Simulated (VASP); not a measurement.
Input of a VASP 6.6.1 run:

INCAR

```
  PREC = Accurate
  ENCUT = 600
  EDIFF = 1E-6
  ISMEAR = 0
  SIGMA = 0.02
  LREAL = F
  LASPH = T
  NELM = 60
  ALGO = Normal
  ISIF = 3
  LWAVE = F
  LCHARG = F
  IBRION = 2
  NSW = 100
  EDIFFG = -0.002
```

KPOINTS

```
Automatic mesh
0
Gamma
  8 8 8
```

The input POSCAR:

```
CaO
1.0
    0.0000000000      2.3538798960      2.3538798960
    2.3538798960      0.0000000000      2.3538798960
    2.3538798960      2.3538798960      0.0000000000
Ca O
1 1
Direct
    0.0000000000      0.0000000000      0.0000000000
    0.5000000000      0.5000000000      0.5000000000
```

Potentials or basis: VASP PAW LDA potentials, release 64 (Ca_sv, O).

Launch:

```sh
$ cat potpaw_LDA.64/Ca_sv/POTCAR potpaw_LDA.64/O/POTCAR > POTCAR
$ mpirun -np 1 vasp_std > vasp.out
```

(1) What does it give for the space group after relaxing (to 0.1 Å)?

(2) Predict the band gap on the k mesh.

Answers

(1) Fm-3m (No. 225).

(2) 3.43 eV (least direct gap 3.79 eV).
